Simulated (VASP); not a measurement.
# CdTe (F-43m) in VASP: notebook

Runs on CdTe. Level: PBE. Tasks: relaxation of cell and atoms.

Program: VASP 6.6.1. These are calculated values, not measurements. Logs are shortened: lines on timing, memory, paths and dates and some standing lists are left out, and cuts for length are marked.

**1. The cell of the first run**

Symmetry: F-43m, No. 216, cubic system. The conventional cell has a = 6.062 Å, b = 6.062 Å, c = 6.062 Å, α = 90.00°, β = 90.00°, γ = 90.00°. Cd (site symmetry -43m) has 4 Te at 2.62 Å within 3.5 Å. Te (site symmetry -43m) has 4 Cd at 2.62 Å within 3.5 Å.

**2. Relaxation of cell and atoms, PBE, target pressure 20 GPa, at which the enthalpy is minimised**

The input, INCAR:

```
PREC = Accurate ; ENCUT = 600
EDIFF = 1E-6 ; ISMEAR = 0
SIGMA = 0.02 ; LREAL = False
LASPH = True ; NELM = 60
ALGO = Normal ; ISIF = 3
LWAVE = False ; LCHARG = False
GGA = PE ; IBRION = 2
NSW = 70 ; EDIFFG = -0.008
PSTRESS = 200.0
```

The input, KPOINTS:

```
Automatic mesh
0
Gamma
  10 10 10
```

The input, POSCAR:

```
CdTe
1.0
    0.0000000000      3.0307534985      3.0307534985
    3.0307534985      0.0000000000      3.0307534985
    3.0307534985      3.0307534985      0.0000000000
Cd Te
1 1
Direct
    0.0000000000      0.0000000000      0.0000000000
    0.2500000000      0.2500000000      0.2500000000
```

Potentials or basis: VASP PAW PBE potentials, release 64 (Cd, Te).

Started as:

```
$ cat potpaw_PBE.64/Cd/POTCAR potpaw_PBE.64/Te/POTCAR > POTCAR
$ mpirun -np 1 vasp_std > vasp.out
```

OUTCAR:

```text
PREC = Accurate
   ENCUT = 600
   EDIFF = 1E-6
   ISMEAR = 0
   LREAL = False
   LASPH = True
   NELM = 60
   ISIF = 3
   GGA = PE
   IBRION = 2
   NSW = 70
   EDIFFG = -0.008
   PSTRESS = 200.0

 ion  position               nearest neighbor table
   1  0.000  0.000  0.000-   2 2.62   2 2.62   2 2.62   2 2.62
   2  0.250  0.250  0.250-   1 2.62   1 2.62   1 2.62   1 2.62

  LATTYP: Found a face centered cubic cell.
 ALAT       =     6.0615069970

  Lattice vectors:

 A1 = (   0.0000000000,   3.0307534985,   3.0307534985)
 A2 = (   3.0307534985,   0.0000000000,   3.0307534985)
 A3 = (   3.0307534985,   3.0307534985,   0.0000000000)

Analysis of symmetry for initial positions (statically):
=====================================================================
 Subroutine PRICEL returns:
 Original cell was already a primitive cell.

 Routine SETGRP: Setting up the symmetry group for a
 face centered cubic supercell.

 Subroutine GETGRP returns: Found 24 space group operations
 (whereof 24 operations were pure point group operations)
 out of a pool of 48 trial point group operations.

The static configuration has the point symmetry T_d .

Analysis of symmetry for dynamics (positions and initial velocities):
=====================================================================
 Subroutine PRICEL returns:
 Original cell was already a primitive cell.

 Routine SETGRP: Setting up the symmetry group for a
 face centered cubic supercell.

 Subroutine GETGRP returns: Found 24 space group operations
 (whereof 24 operations were pure point group operations)
 out of a pool of 48 trial point group operations.

The dynamic configuration has the point symmetry T_d .

 Subroutine INISYM returns: Found 24 space group operations
 (whereof 24 operations are pure point group operations),
 and found     1 'primitive' translations

----------------------------------------------------------------------------------------

                                     Primitive cell

  volume of cell :      55.6778

  direct lattice vectors                    reciprocal lattice vectors
     0.000000000  3.030753499  3.030753499    -0.164975476  0.164975476  0.164975476
     3.030753499  0.000000000  3.030753499     0.164975476 -0.164975476  0.164975476
     3.030753499  3.030753499  0.000000000     0.164975476  0.164975476 -0.164975476

  length of vectors
     4.286132702  4.286132702  4.286132702     0.285745906  0.285745906  0.285745906

  position of ions in fractional coordinates (direct lattice)
[... 100 lines left out ...]
  volume/ion in A,a.u.               =      27.84       187.87
  Fermi-wavevector in a.u.,A,eV,Ry     =   1.123583  2.123263 17.176514  1.262438
  Thomas-Fermi vector in A             =   2.260250
   LORBIT       =      0    0 simple, 1 ext, 2 COOP (PROOUT), +10 PAW based schemes
   GGA     = PE    functional components
   LHFCALC =     F    Hartree Fock is set to
   AEXX    =    0.0000 exact exchange contribution
   IVDW    =     0    specifies the selected vdW correction
   LEPSILON=     F    determine dielectric tensor
   LRPA    =     F    only Hartree local field effects (RPA)
 conjugate gradient relaxation of ions
 non-spin polarized calculation
 Gauss-broadening in eV      SIGMA  =   0.02
  energy-cutoff  :      600.00
  volume of cell :       55.68
 maximum number of plane-waves:      1876
 NGX is ok and might be reduce to    36
   NGX = 17   NGY = 17   NGZ = 17

--------------------------------------- Ionic step        1  -------------------------------------------

 number of electron      18.0000001 magnetization

 Free energy of the ion-electron system (eV)
  ---------------------------------------------------
  ext. energy  EPLUGINS =         0.00000000
  ---------------------------------------------------
  free energy    TOTEN  =        -4.08645133 eV

  energy without entropy =       -4.08645133  energy(sigma->0) =       -4.08645133

------------------------ aborting loop because EDIFF is reached ----------------------------------------

  FORCE on cell =-STRESS in cart. coord.  units (eV):
  Direction    XX          YY          ZZ          XY          YZ          ZX
  --------------------------------------------------------------------------------------
  -------------------------------------------------------------------------------------
  Total        6.1233249      6.1233249      6.1233249      0.0000000     -0.0000000     -0.0000000
  in kB      176.2041149    176.2041149    176.2041149      0.0000000     -0.0000000     -0.0000000
  external PRESSURE =     -23.7958851 kB  Pullay stress =     200.0000000 kB
[... 63 lines left out ...]
--------------------------------------- Ionic step        3  -------------------------------------------

 number of electron      18.0000003 magnetization

 Free energy of the ion-electron system (eV)
  ---------------------------------------------------
  ext. energy  EPLUGINS =         0.00000000
  ---------------------------------------------------
  free energy    TOTEN  =        -3.95127662 eV

  energy without entropy =       -3.95127662  energy(sigma->0) =       -3.95127662

 E-fermi :   4.8015     XC(G=0):  -9.6089

 val. band max:        4.6887933143   @ k =   0.0000   0.0000   0.0000
 cond. band min:       6.1587275311   @ k =   0.0000   0.0000   0.0000
 fundamental gap:      1.4699342167
 Fermi energy:         4.8014512472

 k-point     1 :       0.0000    0.0000    0.0000
  band No.  band energies     occupation
      1      -8.0424      2.00000
      2      -4.6637      2.00000
      3      -4.6637      2.00000
      4      -4.6637      2.00000
      5      -4.2011      2.00000
      6      -4.2011      2.00000
      7       4.6888      2.00000
      8       4.6888      2.00000
      9       4.6888      2.00000
     10       6.1587      0.00000
     11       9.0329      0.00000
     12       9.0329      0.00000
     13       9.0329      0.00000
[... 354 lines left out ...]
  band No.  band energies     occupation
      1      -7.3683      2.00000
      2      -4.4747      2.00000
      3      -4.4378      2.00000
      4      -4.3839      2.00000
      5      -4.1623      2.00000
      6      -3.8688      2.00000
      7       0.1619      2.00000
      8       2.1573      2.00000
      9       2.4080      2.00000
     10       7.1565      0.00000
     11       7.9644      0.00000
     12      11.9704      0.00000
     13      12.6500      0.00000

 [... further k-points ...]

------------------------ aborting loop because EDIFF is reached ----------------------------------------

  FORCE on cell =-STRESS in cart. coord.  units (eV):
  Direction    XX          YY          ZZ          XY          YZ          ZX
  --------------------------------------------------------------------------------------
  -------------------------------------------------------------------------------------
  Total        6.7920081      6.7920081      6.7920081     -0.0000000      0.0000000     -0.0000000
  in kB      199.5816853    199.5816853    199.5816853     -0.0000000      0.0000000     -0.0000000
  external PRESSURE =      -0.4183147 kB  Pullay stress =     200.0000000 kB
[... 21 lines left out ...]
  energy  without entropy=       -3.9512766163  energy(sigma->0) =       -3.95127662

  enthalpy is  TOTEN    =         2.8549672038 eV   P V=        6.8062438201

 reached required accuracy - stopping structural energy minimisation
```

OSZICAR:

```text
N       E                     dE             d eps       ncg     rms          rms(c)
DAV:   1     0.114066723920E+03    0.11407E+03   -0.93682E+03  1230   0.138E+03
DAV:   2    -0.207210044452E+00   -0.11427E+03   -0.10983E+03  1302   0.301E+02
DAV:   3    -0.429042882832E+01   -0.40832E+01   -0.40746E+01  1512   0.597E+01
[... 26 lines left out ...]
DAV:   5    -0.395128802154E+01    0.20296E-03   -0.70781E-04  1332   0.392E-01    0.138E-01
DAV:   6    -0.395128363569E+01    0.43859E-05   -0.13344E-04  1293   0.108E-01    0.526E-02
DAV:   7    -0.395127459147E+01    0.90442E-05   -0.58885E-05  1457   0.123E-01    0.126E-02
DAV:   8    -0.395127638080E+01   -0.17893E-05   -0.72874E-06  1297   0.319E-02    0.107E-02
DAV:   9    -0.395127661631E+01   -0.23551E-06   -0.22389E-06  1131   0.172E-02
   3 F= 0.28549672E+01 E0= 0.28549672E+01  d E =-.884471E-02
```

CONTCAR:

```text
CdTe
   1.00000000000000
     0.0000000000000000    3.0096733632100290    3.0096733632100290
     3.0096733632100290   -0.0000000000000000    3.0096733632100290
     3.0096733632100290    3.0096733632100290    0.0000000000000000
  Cd              Te
     1     1
Direct
     0.0000000000000000    0.0000000000000000    0.0000000000000000
     0.2500000000000000    0.2500000000000000    0.2500000000000000

  0.00000000E+00  0.00000000E+00  0.00000000E+00
  0.00000000E+00  0.00000000E+00  0.00000000E+00
```

It took 49 s on 1 thread of Intel Xeon 6975P-C (Granite Rapids), shared host; peak memory 0.23 GiB.

Results:

```yaml
Free_energy: -3.9513 eV
Relaxed_volume: 27.26 Å³/atom
Relaxed_cell: a = 4.256 Å, b = 4.256 Å, c = 4.256 Å, α = 60.00°, β = 60.00°, γ = 60.00°
Space_group_after_relaxing_to_0.1_Å: F-43m (No. 216)
Energy_change_on_relaxing_the_run_minimises_the_enthalpy: +67.6 meV/atom
Ionic_steps: 3
Pressure_after_relaxing: 20.0 GPa
Band_gap_on_the_k_mesh: 1.47 eV
```

The path:
| step | energy change (eV) | largest force (eV/Å) | pressure (GPa) | volume (Å³) |
| --- | --- | --- | --- | --- |
| 1 | 0.0000 | 0.0000 | 17.62 | 55.68 |
| 2 | 0.4304 | 0.0000 | 24.98 | 52.41 |
| 3 | 0.1352 | 0.0000 | 19.96 | 54.52 |

Final structure:
```
Cd Te
1.0
     0.00000    3.00967    3.00967
     3.00967    0.00000    3.00967
     3.00967    3.00967    0.00000
Cd Te
1 1
Direct
  0.00000 0.00000 0.00000
  0.25000 0.25000 0.25000
```

Caveat: the cell is relaxed towards a set pressure, so the run minimises the enthalpy, not the energy; spin-orbit coupling is left out, which moves the levels of the heavy elements.

**3. Relaxation of cell and atoms, PBE, target pressure 10 GPa, at which the enthalpy is minimised**

This run uses another cell than the first one, of 29.98 Å³/atom.

The input, INCAR:

```
SYSTEM = CdTe
PREC = Accurate ; ENCUT = 600
EDIFF = 1E-7 ; ISMEAR = 0
SIGMA = 0.02 ; LREAL = .False.
LASPH = .True. ; NELM = 60
ALGO = Normal ; ISIF = 3
LWAVE = .False. ; LCHARG = .False.
GGA = PE ; IBRION = 2
NSW = 70 ; EDIFFG = -0.008
PSTRESS = 100.0
```

The input, KPOINTS:

```
Automatic mesh
0
Gamma
  10 10 10
  0 0 0
```

The input, POSCAR:

```
CdTe
1.0
    0.0000000000      3.1065788216      3.1065788216
    3.1065788216      0.0000000000      3.1065788216
    3.1065788216      3.1065788216      0.0000000000
Cd Te
1 1
Direct
    0.0000000000      0.0000000000      0.0000000000
    0.2500000000      0.2500000000      0.2500000000
```

Potentials or basis: VASP PAW PBE potentials, release 64 (Cd, Te).

Started as:

```
$ cat potpaw_PBE.64/Cd/POTCAR potpaw_PBE.64/Te/POTCAR > POTCAR
$ mpirun -np 1 vasp_std > vasp.out
```

It took 54 s on 1 thread of Intel Xeon 6975P-C (Granite Rapids), shared host; peak memory 0.23 GiB.

Results (log left out):

- Free energy: -4.4909 eV
- Relaxed volume: 30.22 Å³/atom
- Relaxed cell: a = 4.405 Å, b = 4.405 Å, c = 4.405 Å, α = 60.00°, β = 60.00°, γ = 60.00°
- Space group after relaxing (to 0.1 Å): F-43m (No. 216)
- Energy change on relaxing (the run minimises the enthalpy): -15.5 meV/atom
- Ionic steps: 3
- Pressure after relaxing: 10.0 GPa
- Band gap on the k mesh: 1.14 eV

The path:
| step | energy change (eV) | largest force (eV/Å) | pressure (GPa) | volume (Å³) |
| --- | --- | --- | --- | --- |
| 1 | 0.0000 | 0.0000 | 10.64 | 59.96 |
| 2 | -0.0652 | 0.0000 | 9.28 | 61.01 |
| 3 | -0.0311 | 0.0000 | 10.00 | 60.44 |

Final structure:
```yaml
crystal:
  lattice:
    - [0.00000, 3.11489, 3.11489]
    - [3.11489, 0.00000, 3.11489]
    - [3.11489, 3.11489, 0.00000]
  atoms:
    - { symbol: Cd, position: [0.00000, 0.00000, 0.00000] }
    - { symbol: Te, position: [0.25000, 0.25000, 0.25000] }
```

Levels at points of the mesh, in eV from the valence-band top:
| k point | band 7 | band 8 | band 9 | band 10 | band 11 | band 12 |
| --- | --- | --- | --- | --- | --- | --- |
| (0.00, 0.00, 0.00) | 0.00 | 0.00 | 0.00 | 1.14 | 4.49 | 4.49 |
| (0.50, 0.00, 0.00) | -5.17 | -0.97 | -0.97 | 1.93 | 5.11 | 5.11 |
| (0.50, 0.50, 0.00) | -4.92 | -2.31 | -2.31 | 2.31 | 2.59 | 9.53 |

Caveat: the cell is relaxed towards a set pressure, so the run minimises the enthalpy, not the energy; spin-orbit coupling is left out, which moves the levels of the heavy elements.
